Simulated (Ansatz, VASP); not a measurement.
# Two plane-wave programs on Al2GaP2

The input INCAR:

```
SYSTEM = Al2GaP2
PREC     = Accurate       ! precision mode
ENCUT    = 520            ! plane-wave cutoff, eV
EDIFF    = 1E-6           ! SCF threshold, eV
ISMEAR   = 0              ! smearing method
SIGMA    = 0.1            ! smearing width, eV
LREAL    = .FALSE.        ! projectors in reciprocal space
LASPH    = .TRUE.         ! aspherical terms in the spheres
NELM     = 60             ! most SCF steps
ALGO     = Normal         ! electronic algorithm
ISIF     = 2              ! what is computed and relaxed
LWAVE    = .FALSE.        ! write WAVECAR
LCHARG   = .FALSE.        ! write CHGCAR
GGA      = PE             ! functional
NBANDS   = 22             ! bands
```

KPOINTS

```
regular mesh
0
G
  4 4 4
  0 0 0
```

File POSCAR:

```
Al2GaP2
1.0
    3.8679117400      0.0000000000      0.0000000000
    0.0000000000      3.8679117400      0.0000000000
    0.0000000000      0.0000000000      6.7795444000
Al Ga P
2 1 2
Direct
    0.0000000000      0.0000000000      0.4773570600
    0.5000000000      0.5000000000      0.1365541200
    0.5000000000      0.5000000000      0.4032638800
    0.0000000000      0.0000000000      0.0519095700
    0.5000000000      0.5000000000      0.8507358800
```

Input for Ansatz:

```yaml
crystal:
  lattice:
    - [3.86791174, 0.0, 0.0]
    - [0.0, 3.86791174, 0.0]
    - [0.0, 0.0, 6.7795444]
  atoms:
    - { symbol: Al, position: [0.0, 0.0, 0.47735706] }
    - { symbol: Al, position: [0.5, 0.5, 0.13655412] }
    - { symbol: Ga, position: [0.5, 0.5, 0.40326388] }
    - { symbol: P, position: [0.0, 0.0, 0.05190957] }
    - { symbol: P, position: [0.5, 0.5, 0.85073588] }
basis:
  ecutwfc: 420
kpoints:
  mp_grid: { grid: [4, 4, 4] }
hamiltonian:
  xc: pbe
scf:
  occupations: { method: gaussian, width: 0.1 }
  lower_state_search: "off"
output:
  forces: true
  stress: true
  eigenvalues: true
```

Alike in both runs: task single point; functional PBE; k mesh 4 × 4 × 4; occupations gaussian, width 0.1 eV; no spin polarisation.

|  | VASP | Ansatz |
| --- | --- | --- |
| version | VASP 6.6.1 | Ansatz 0.2.0 |
| potentials or method | VASP PAW PBE potentials, release 64 (Al, Ga_d, P), cutoff 520 eV | scalar-relativistic, plane waves, PAW |
| valence electrons in the cell | 29 | 29 |

```tsv
	VASP	Ansatz	Ansatz less VASP
gap on the k mesh at the Fermi level (eV)	none	none	-
pressure (GPa)	14.8	14.4	-0.32
traceless stress, the component that is largest in VASP (GPa)	43.02	42.42	-0.601
rms of the force components (eV/Å)	4.776	4.670	-0.1063
```

Atom by atom the forces differ by 0.124 eV/Å (rms over components). A gap of «none» marks a metal or a gap that the smearing closes.

The k mesh is coarse, so the values compare programs but aren't converged.
